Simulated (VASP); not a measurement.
# Sc (P6_3/mmc) in VASP: single point with r2SCAN

Aim: the single point of Sc with r2SCAN.

Program: VASP 6.6.1. These are calculated values, not measurements. Logs are shortened: lines on timing, memory, paths and dates and some standing lists are left out, and cuts for length are marked.

### 1 The cell of the first run

The structure is hexagonal, space group P6_3/mmc (No. 194). The conventional cell has a = 3.287 Å, b = 3.287 Å, c = 5.334 Å, α = 90.00°, β = 90.00°, γ = 120.00°. Within 4.3 Å of Sc (site symmetry -6m2) lie 12 Sc at 3.27 to 3.29 Å.

### 2 Single point, r2SCAN, collinear spin

POSCAR

```
Sc
1.0
    3.2871875384      0.0000000000      0.0000000000
   -1.6435937692      2.8467879153      0.0000000000
    0.0000000000      0.0000000000      5.3338296289
Sc
2
Direct
    0.3333333333      0.6666666667      0.2500000000
    0.6666666667      0.3333333333      0.7500000000
```

INCAR.step1

```
PREC = Accurate ; ENCUT = 520
ISMEAR = -1 ; SIGMA = 0.05
LREAL = False ; LASPH = True
NELM = 150 ; ISPIN = 2
MAGMOM = 1 1 ; LMAXMIX = 4
NBANDS = 22 ; GGA = PE
ALGO = Normal ; EDIFF = 1E-4
LWAVE = True ; LCHARG = False
```

INCAR.step2

```
PREC = Accurate ; ENCUT = 520
EDIFF = 1E-6 ; ISMEAR = -1
SIGMA = 0.05 ; LREAL = False
LASPH = True ; NELM = 150
ALGO = Normal ; ISIF = 2
LWAVE = False ; LCHARG = False
ISPIN = 2 ; MAGMOM = 1 1
LORBIT = 11 ; LMAXMIX = 4
METAGGA = R2SCAN ; LMIXTAU = True
NBANDS = 22 ; ISTART = 1
```

KPOINTS

```
regular mesh
0
Gamma
  11 11 6
```

Potentials or basis: VASP PAW PBE potentials, release 64 (Sc_sv).

The run is started by

```console
cat potpaw_PBE.64/Sc_sv/POTCAR > POTCAR
cp INCAR.step1 INCAR
mpirun -np 1 vasp_std > vasp.out
cp INCAR.step2 INCAR
mpirun -np 1 vasp_std > vasp.out
```

OUTCAR:

```text
PREC = Accurate
   ENCUT = 520
   EDIFF = 1E-6
   ISMEAR = -1
   LREAL = False
   LASPH = True
   NELM = 150
   ISIF = 2
   ISPIN = 2
   LORBIT = 11
   METAGGA = R2SCAN
   ISTART = 1

 ion  position               nearest neighbor table
   1  0.333  0.667  0.250-   2 3.27   2 3.27   2 3.27   2 3.27   2 3.27   2 3.27
   2  0.667  0.333  0.750-   1 3.27   1 3.27   1 3.27   1 3.27   1 3.27   1 3.27

  LATTYP: Found a hexagonal cell.
 ALAT       =     3.2871875384
 C/A-ratio  =     1.6226119035

  Lattice vectors:

 A1 = (   3.2871875384,   0.0000000000,   0.0000000000)
 A2 = (  -1.6435937692,   2.8467879153,   0.0000000000)
 A3 = (   0.0000000000,   0.0000000000,   5.3338296289)

Analysis of symmetry for initial positions (statically):
=====================================================================
 Subroutine PRICEL returns:
 Original cell was already a primitive cell.

 Routine SETGRP: Setting up the symmetry group for a
 hexagonal supercell.

 Subroutine GETGRP returns: Found 24 space group operations
 (whereof 12 operations were pure point group operations)
 out of a pool of 24 trial point group operations.

The static configuration has the point symmetry D_3d.
 The point group associated with its full space group is D_6h.

Analysis of symmetry for dynamics (positions and initial velocities):
=====================================================================
 Subroutine PRICEL returns:
 Original cell was already a primitive cell.

 Routine SETGRP: Setting up the symmetry group for a
 hexagonal supercell.

 Subroutine GETGRP returns: Found 24 space group operations
 (whereof 12 operations were pure point group operations)
 out of a pool of 24 trial point group operations.

The dynamic configuration has the point symmetry D_3d.
 The point group associated with its full space group is D_6h.

Analysis of structural, dynamic, and magnetic symmetry:
=====================================================================
 Subroutine PRICEL returns:
 Original cell was already a primitive cell.

 Routine SETGRP: Setting up the symmetry group for a
 hexagonal supercell.

 Subroutine GETGRP returns: Found 24 space group operations
 (whereof 12 operations were pure point group operations)
 out of a pool of 24 trial point group operations.

The overall configuration has the point symmetry D_3d.
 The point group associated with its full space group is D_6h.

 Subroutine INISYM returns: Found 24 space group operations
 (whereof 12 operations are pure point group operations),
 and found     1 'primitive' translations

[... 115 lines left out ...]
  volume/ion in A,a.u.               =      24.96       168.42
  Fermi-wavevector in a.u.,A,eV,Ry     =   1.245880  2.354371 21.119187  1.552216
  Thomas-Fermi vector in A             =   2.380082
   LORBIT       =     11    0 simple, 1 ext, 2 COOP (PROOUT), +10 PAW based schemes
   METAGGA = R2SCAN    functional components
   LHFCALC =     F    Hartree Fock is set to
   AEXX    =    0.0000 exact exchange contribution
   IVDW    =     0    specifies the selected vdW correction
   LEPSILON=     F    determine dielectric tensor
   LRPA    =     F    only Hartree local field effects (RPA)
 spin polarized calculation
  energy-cutoff  :      520.00
  volume of cell :       49.91
 maximum number of plane-waves:      1368
   NGX = 13   NGY = 13   NGZ = 19

 number of electron      22.0000011 magnetization       1.3625825

 Free energy of the ion-electron system (eV)
  ---------------------------------------------------
  ext. energy  EPLUGINS =         0.00000000
  ---------------------------------------------------
  free energy    TOTEN  =       -22.79786893 eV

  energy without entropy =      -22.78621161  energy(sigma->0) =      -22.79204027

 E-fermi :   3.8055     XC(G=0): -10.4942

 val. band max:        3.7625635185   @ k =   0.0909   0.0909   0.0000
 cond. band min:       3.8059885201   @ k =   0.2727   0.1818   0.1667
 fundamental gap:      0.0434250016
 Fermi energy:         3.8054731273

 spin component 1

 k-point     1 :       0.0000    0.0000    0.0000
  band No.  band energies     occupation
      1     -48.0842      1.00000
      2     -48.0226      1.00000
      3     -25.9208      1.00000
      4     -25.5782      1.00000
      5     -25.5782      1.00000
      6     -25.5238      1.00000
[... 589 lines left out ...]
     21      11.2461      0.00000
     22      13.7258      0.00000

 [... further k-points ...]

 spin component 2

 k-point     1 :       0.0000    0.0000    0.0000
  band No.  band energies     occupation
      1     -47.7232      1.00000
      2     -47.6648      1.00000
      3     -25.5796      1.00000
      4     -25.2092      1.00000
      5     -25.2091      1.00000
      6     -25.1903      1.00000
[... 589 lines left out ...]
     21      11.7474      0.00000
     22      14.2310      0.00000

 [... further k-points ...]

------------------------ aborting loop because EDIFF is reached ----------------------------------------

  FORCE on cell =-STRESS in cart. coord.  units (eV):
  Direction    XX          YY          ZZ          XY          YZ          ZX
  --------------------------------------------------------------------------------------
  -------------------------------------------------------------------------------------
  Total        0.0612358      0.0612358      0.0627811      0.0000000      0.0000000     -0.0000000
  in kB        1.9656086      1.9656086      2.0152111      0.0000000      0.0000000     -0.0000000
  external PRESSURE =       1.9821427 kB  Pullay stress =       0.0000000 kB

 VOLUME and BASIS-vectors are now :
 -----------------------------------------------------------------------------
  energy-cutoff  :      520.00
  volume of cell :       49.91
      direct lattice vectors                 reciprocal lattice vectors
     3.287187538  0.000000000  0.000000000     0.304211423  0.175636547  0.000000000
    -1.643593769  2.846787915  0.000000000     0.000000000  0.351273094  0.000000000
     0.000000000  0.000000000  5.333829629     0.000000000  0.000000000  0.187482554

 POSITION                                       TOTAL-FORCE (eV/Angst)
 -----------------------------------------------------------------------------------
     -0.00000      1.89786      1.33346         0.000000      0.000000      0.000000
      1.64359      0.94893      4.00037        -0.000000     -0.000000      0.000000
 -----------------------------------------------------------------------------------
    total drift:                                0.000000     -0.000000      0.000000

  FREE ENERGIE OF THE ION-ELECTRON SYSTEM (eV)
  ---------------------------------------------------
  free  energy   TOTEN  =       -22.7978689332 eV

  energy  without entropy=      -22.7862116069  energy(sigma->0) =      -22.79204027

 total charge

# of ion       s       p       d       tot
------------------------------------------
    1        2.256   6.115   0.954   9.325
    2        2.256   6.115   0.954   9.325
--------------------------------------------------
tot          4.513  12.230   1.909  18.651

 magnetization (x)

# of ion       s       p       d       tot
------------------------------------------
    1        0.009   0.056   0.317   0.382
    2        0.009   0.056   0.317   0.382
--------------------------------------------------
tot          0.019   0.111   0.635   0.764
```

OUTCAR.step1:

```text
PREC = Accurate
   ENCUT = 520
   ISMEAR = -1
   LREAL = False
   LASPH = True
[... 1445 lines left out ...]
     -0.00000      1.89786      1.33346         0.000000      0.000000      0.000000
      1.64359      0.94893      4.00037        -0.000000      0.000000      0.000000
 -----------------------------------------------------------------------------------
    total drift:                                0.000000     -0.000000      0.000000

  FREE ENERGIE OF THE ION-ELECTRON SYSTEM (eV)
  ---------------------------------------------------
  free  energy   TOTEN  =       -12.5027360252 eV

  energy  without entropy=      -12.4729186397  energy(sigma->0) =      -12.48782733
```

OSZICAR.step1:

```text
N       E                     dE             d eps       ncg     rms          rms(c)
DAV:   1     0.318283608948E+03    0.31828E+03   -0.10715E+04  5672   0.106E+03
DAV:   2     0.171344074117E+01   -0.31657E+03   -0.31013E+03  5856   0.422E+02
DAV:   3    -0.133347128805E+02   -0.15048E+02   -0.14521E+02  8410   0.114E+02
DAV:   4    -0.136141705345E+02   -0.27946E+00   -0.27863E+00  8428   0.146E+01
DAV:   5    -0.136173726321E+02   -0.32021E-02   -0.32020E-02  8182   0.167E+00    0.964E+00
DAV:   6    -0.126251221040E+02    0.99225E+00   -0.24886E+00  7808   0.148E+01    0.324E+00
DAV:   7    -0.125037415114E+02    0.12138E+00   -0.44034E-01  8458   0.599E+00    0.149E+00
DAV:   8    -0.125034666067E+02    0.27490E-03   -0.49371E-02  7672   0.155E+00    0.718E-01
DAV:   9    -0.125016055592E+02    0.18610E-02   -0.66969E-03  6732   0.516E-01    0.396E-01
DAV:  10    -0.125017321360E+02   -0.12658E-03   -0.58676E-03  6792   0.439E-01    0.879E-02
DAV:  11    -0.125022332010E+02   -0.50106E-03   -0.70624E-04  6318   0.175E-01    0.593E-02
DAV:  12    -0.125026588670E+02   -0.42567E-03   -0.12865E-03  5708   0.152E-01    0.248E-02
DAV:  13    -0.125027360252E+02   -0.77158E-04   -0.18345E-04  4856   0.826E-02
   1 F= -.12502736E+02 E0= -.12487827E+02  d E =-.298174E-01  mag=     0.8674
```

Wall time 4.5 min (1 thread of Intel Xeon Platinum 8259CL at 2.50GHz (Skylake/Cascade Lake), shared host); peak memory 0.25 GiB.

Results:

```
Free energy                                           : -22.7979 eV
Pressure                                              : 0.2 GPa
Net moment                                            : 1.36 μB per cell
Site moments                                          : Sc +0.38 μB
Valence electrons inside the program's atomic spheres : Sc 9.32
```

Caveat: the PAW data sets were made with another functional, which shifts forces and pressure a little.
